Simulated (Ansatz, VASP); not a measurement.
## MgO: VASP beside Ansatz

File INCAR:

```
ALGO     = Normal         # electronic algorithm
EDIFF    = 1E-6           # SCF threshold, eV
ENCUT    = 520            # plane-wave cutoff, eV
GGA      = PE             # functional
ISIF     = 2              # what is computed and relaxed
ISMEAR   = 0              # smearing method
LASPH    = True           # aspherical terms in the spheres
LCHARG   = True           # write CHGCAR
LELF     = True           # ELF
LREAL    = False          # projectors in reciprocal space
LVHAR    = True         
LWAVE    = False          # write WAVECAR
NBANDS   = 16             # bands
NELM     = 100            # most SCF steps
PREC     = Accurate       # precision mode
SIGMA    = 0.05           # smearing width, eV
```

File KPOINTS:

```
k-points
0
Gamma
  9 9 6
```

The input POSCAR:

```
MgO
1.0
    3.4390937518      0.0000000000      0.0000000000
   -1.7195468759      2.9783425551      0.0000000000
    0.0000000000      0.0000000000      4.4373615866
Mg O
2 2
Direct
    0.6778828062      0.3333333333      0.7500000000
    0.3445494728      0.6666666667      0.2500000000
    0.6496275848      0.3333333333      0.2500000000
    0.3162942515      0.6666666667      0.7500000000
```

Input for Ansatz:

```yaml
crystal:
  lattice:
    - [3.4390937518, 0.0, 0.0]
    - [-1.7195468759, 2.9783425551, 0.0]
    - [0.0, 0.0, 4.4373615866]
  atoms:
    - { symbol: Mg, position: [0.6778828062, 0.3333333333, 0.75] }
    - { symbol: Mg, position: [0.3445494728, 0.6666666667, 0.25] }
    - { symbol: O, position: [0.6496275848, 0.3333333333, 0.25] }
    - { symbol: O, position: [0.3162942515, 0.6666666667, 0.75] }
basis:
  ecutwfc: 520.0
kpoints:
  mp_grid: { grid: [9, 9, 6] }
hamiltonian:
  xc: pbe
  pseudopotentials: { kind: paw, azcp: { folder: soft_1 } }
scf:
  occupations: { method: gaussian, width: 0.05 }
output:
  forces: true
  stress: true
  eigenvalues: true
```

Change from the starting cell: mode 8 frozen in at -0.060 Å, strain +e along z and -e/2 along x and y +0.0467.

Alike in both runs: task single point; functional PBE; k mesh 9 × 9 × 6; occupations gaussian, width 0.05 eV; no spin polarisation.

```csv
,VASP,Ansatz
version,VASP 6.6.1,Ansatz 0.2.0
potentials or method,"VASP PAW PBE potentials, release 64 (Mg, O), cutoff 520 eV","scalar-relativistic, plane waves, PAW"
valence electrons in the cell,16,32
```

VASP gave:

* gap on the k mesh at the Fermi level (eV): 3.17
* least direct gap on the mesh (eV): 3.17
* pressure (GPa): 1.5
* traceless stress, the component that is largest in VASP (GPa): -7.48
* rms of the force components (eV/Å): 0.616

Q: Estimate Ansatz's values.

A: gap on the k mesh at the Fermi level (eV): 3.19; least direct gap on the mesh (eV): 3.19; pressure (GPa): 2.0; traceless stress, the component that is largest in VASP (GPa): -7.32; rms of the force components (eV/Å): 0.610.

Atom by atom the forces differ by 0.007 eV/Å (rms over components). VASP's potentials hold 16 valence electrons a cell and Ansatz's 32, so a difference there can come from the potentials and not from the codes.
